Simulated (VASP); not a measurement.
Ce:

```xyz
2
Lattice="3.6484 0.0000 0.0000 -1.8242 3.1596 0.0000 0.0000 0.0000 5.9591" Properties=species:S:1:pos:R:3 pbc="T T T"
Ce    0.0000    2.1064    4.4693
Ce    1.8242    1.0532    1.4898
```

```yaml
Program: VASP 6.6.1
Task: relaxation of cell and atoms
Functional: PBE
Potentials_or_basis: VASP PAW PBE potentials, release 64 (Ce)
Cutoff: 600 eV
k_mesh: 6 × 6 × 4
Occupations: gaussian, width 0.05 eV
Spin: collinear spin, ferromagnetic start
Starting_moments: "[1.0, 1.0] μB"
```

At the start: pressure -4.9 GPa; volume 34.35 Å³/atom.

Question: Where does the relaxation end?

Answer: Over 8 steps the energy falls by 125.0 meV/atom and the volume is 27.08 Å³/atom (-21.2 %); space group P6_3/mmc (No. 194, to 0.05 Å); moment 0.00 μB per cell.

The path:
| step | energy change (eV) | largest force (eV/Å) | pressure (GPa) | volume (Å³) |
| --- | --- | --- | --- | --- |
| 1 | 0.0000 | 0.0000 | -4.90 | 68.69 |
| 2 | -0.2210 | 0.0000 | -1.68 | 58.77 |
| 3 | -0.2412 | 0.0000 | -0.79 | 55.97 |
| 4 | -0.2160 | 0.0000 | 2.70 | 50.64 |
| 5 | -0.2456 | 0.0000 | -0.04 | 54.52 |
| 6 | -0.2456 | 0.0000 | 0.15 | 54.26 |
| 7 | -0.2498 | 0.0000 | 0.08 | 54.18 |
| 8 | -0.2499 | 0.0000 | 0.07 | 54.16 |

Final structure:
```xyz
2
Lattice="3.3274 0.0000 0.0000 -1.6637 2.8816 0.0000 0.0000 0.0000 5.6481" Properties=species:S:1:pos:R:3 pbc="T T T"
Ce    0.0000    1.9211    4.2360
Ce    1.6637    0.9605    1.4120
```

Caveat: the magnetic or orbital state may not be the lowest; the volume moved by over 15 % at a fixed basis, so the end points are rough.
